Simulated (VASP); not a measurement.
Input of a VASP 6.6.1 run:

Contents of INCAR:

```
PREC = Accurate
ENCUT = 520
EDIFF = 1E-6
ISMEAR = 0
SIGMA = 0.01
LREAL = Auto
LASPH = T
NELM = 80
ALGO = Normal
ISIF = 2
LWAVE = F
LCHARG = T
GGA = PE
LELF = T
LVHAR = T
NBANDS = 46
ISYM = 0
```

KPOINTS

```
Automatic mesh
0
Gamma
  1 1 2
  0.25 0.25 0.25
```

POSCAR

```
AlN
1.0
    6.2595139092      0.0000000618      0.0000000000
   -3.1297570081      5.4208980298      0.0000000000
    0.0000000000      0.0000000000      5.0174032950
Al N
8 8
Direct
    0.3335524029      0.1664661886      0.5000247806
    0.1664661886      0.3335524029      1.0000247806
    0.3335524029      0.6664661886      0.5000247806
    0.1664661886      0.8335524029      1.0000247806
    0.8335524029      0.1664661886      0.5000247806
    0.6664661886      0.3335524029      1.0000247806
    0.8335524029      0.6664661886      0.5000247806
    0.6664661886      0.8335524029      1.0000247806
    0.3319615438      0.1680198647      0.8799752194
    0.1680198647      0.3319615438      0.3799752194
    0.3319615438      0.6680198647      0.8799752194
    0.1680198647      0.8319615438      0.3799752194
    0.8319615438      0.1680198647      0.8799752194
    0.6680198647      0.3319615438      0.3799752194
    0.8319615438      0.6680198647      0.8799752194
    0.6680198647      0.8319615438      0.3799752194
```

Potentials or basis: VASP PAW PBE potentials, release 64 (Al, N).

Run with:

```sh
$ cat potpaw_PBE.64/Al/POTCAR potpaw_PBE.64/N/POTCAR > POTCAR
$ mpirun -np 1 vasp_std > vasp.out
```

Question: What does it give for the largest force?

Answer: 0.206 eV/Å.

Question: Estimate the pressure.

Answer: -0.6 GPa.

Stress tensor (GPa, compression positive):
```
-1.67 -0.84  0.00
-0.84 -2.64  0.00
 0.00  0.00  2.48
```

Caveat: the k points lie up to 1.16 Å⁻¹ apart.
